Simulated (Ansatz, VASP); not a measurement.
**Te in VASP and in Ansatz**

Contents of INCAR:

```
SYSTEM = Te
PREC     = Accurate       ! precision mode
ENCUT    = 520            ! plane-wave cutoff, eV
EDIFF    = 1E-6           ! SCF threshold, eV
ISMEAR   = -1             ! smearing method
SIGMA    = 0.15           ! smearing width, eV
LREAL    = .FALSE.        ! projectors in reciprocal space
LASPH    = .TRUE.         ! aspherical terms in the spheres
NELM     = 80             ! most SCF steps
ALGO     = Normal         ! electronic algorithm
ISIF     = 2              ! what is computed and relaxed
LWAVE    = .FALSE.        ! write WAVECAR
LCHARG   = .TRUE.         ! write CHGCAR
GGA      = CA             ! functional
LELF     = .TRUE.         ! ELF
LVHAR    = .TRUE.       
NBANDS   = 20             ! bands
```

KPOINTS

```
regular mesh
0
G
  3 7 5
  0 0 0
```

The input POSCAR:

```
Te
1.0
    9.2140160000      0.0000000000      0.0000000000
    0.0000000000      3.1522020000      0.0000000000
    0.0000000000      0.0000000000      4.4566410000
Te
4
Direct
    0.7500000000      0.5000000000      0.5206230000
    0.2500000000      0.5000000000      0.4793770000
    0.0000000000      0.5000000000      0.0000000000
    0.5000000000      0.5000000000      0.0000000000
```

Input for Ansatz:

```yaml
crystal:
  lattice:
    - [9.214016, 0.0, 0.0]
    - [0.0, 3.152202, 0.0]
    - [0.0, 0.0, 4.456641]
  atoms:
    - { symbol: Te, position: [0.75, 0.5, 0.520623] }
    - { symbol: Te, position: [0.25, 0.5, 0.479377] }
    - { symbol: Te, position: [0.0, 0.5, 0.0] }
    - { symbol: Te, position: [0.5, 0.5, 0.0] }
kpoints:
  mp_grid:
    grid: [3, 7, 5]
hamiltonian:
  xc: lda
scf:
  occupations:
    method: fermi_dirac
    width: 0.15
output:
  forces: true
  stress: true
```

Alike in both runs: task single point; functional LDA; k mesh 3 × 7 × 5; occupations fermi-dirac, width 0.15 eV; no spin polarisation.

|  | VASP | Ansatz |
| --- | --- | --- |
| version | VASP 6.6.1 | Ansatz 0.2.0 |
| potentials or method | VASP PAW LDA potentials, release 64 (Te) | plane waves, PAW |
| plane-wave cutoff (eV) | 520 | 420 |
| valence electrons in the cell | 24 | 64 |

|  | VASP | Ansatz | Ansatz less VASP |
| --- | --- | --- | --- |
| pressure (GPa) | -2.5 | -2.5 | -0.07 |
| traceless stress, the component that is largest in VASP (GPa) | 1.02 | 1.01 | -0.001 |
| rms of the force components (eV/Å) | 0.016 | 0.017 | +0.0009 |

LDA's correlation is that of Perdew and Zunger in VASP and of Perdew and Wang (1992) in Ansatz. Atom by atom the forces differ by 0.001 eV/Å (rms over components). VASP's potentials hold 24 valence electrons a cell and Ansatz's 64, so a difference there can come from the potentials and not from the codes.

Spin-orbit coupling is off throughout.
